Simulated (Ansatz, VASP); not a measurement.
# BN: VASP and Ansatz over several settings

```
N B
1.0
     2.53112    0.00000    0.00000
    -1.26556    2.19201    0.00000
     0.00000    0.00000    6.72302
N B
2 2
Direct
  0.66667 0.33333 0.25000
  0.33333 0.66667 0.75000
  0.66667 0.33333 0.75000
  0.33333 0.66667 0.25000
```

Single points on this cell with VASP 6.6.1 and Ansatz 0.2.0. Each row is one pair of runs. Alike in all rows: spin: off; k mesh: 12 × 12 × 4; smearing: fermi-dirac, width 0.05 eV; VASP's potentials, cutoff: VASP PAW PBE potentials, release 64 (N, B), 520 eV.

| level | Ansatz's potentials, cutoff | gap on the k mesh at the Fermi level (eV), VASP | gap on the k mesh at the Fermi level (eV), Ansatz | least direct gap on the mesh (eV), VASP | least direct gap on the mesh (eV), Ansatz | pressure (GPa), VASP | pressure (GPa), Ansatz |
| --- | --- | --- | --- | --- | --- | --- | --- |
| PBE | Ansatz PAW, 420 eV | 4.24 | 4.25 | 4.56 | 4.57 | -4.2 | -4.2 |
| r2SCAN+D4 | Ansatz PAW, 500 eV | 4.83 | 4.80 | 5.26 | 5.21 | -8.7 | -9.1 |
| r2SCAN | Ansatz PAW, 500 eV | 4.83 | 4.80 | 5.26 | 5.21 | -7.8 | -8.1 |
| RPBE | Ansatz PAW, 420 eV | 4.35 | 4.36 | 4.63 | 4.64 | -0.4 | -0.5 |

Gap on the k mesh at the fermi level (eV): the two programs differ by at most 0.038; least direct gap on the mesh (eV): the two programs differ by at most 0.046; pressure (GPa): the two programs differ by at most 0.37.
